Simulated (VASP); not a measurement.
The system is GaN.

```xyz
2
Lattice="0.0000 2.2675 2.2675 2.2675 0.0000 2.2675 2.2675 2.2675 0.0000" Properties=species:S:1:pos:R:3 pbc="T T T"
Ga    0.0000    0.0000    0.0000
N     1.1338    1.1338    1.1338
```

Base run:

* Program: VASP 6.6.1
* Functional: PBE
* Potentials or basis: VASP PAW PBE potentials, release 64 (Ga_d, N)
* Cutoff: 600 eV
* k mesh: 6 × 6 × 6
* Occupations: gaussian, width 0.01 eV
* Spin: no spin polarisation

Its results: band gap on the k mesh 1.60 eV, direct; pressure 1.5 GPa.

Q: After a change of settings the same cell gave: band gap on the k mesh 1.36 eV, direct; pressure 4.8 GPa. Which change was it?
A. k mesh from 6 × 6 × 6 to 4 × 4 × 4
B. k mesh from 6 × 6 × 6 to 8 × 8 × 8
C. k mesh from 6 × 6 × 6 to 2 × 2 × 2

A: C.

Caveats: some runs use coarse meshes.
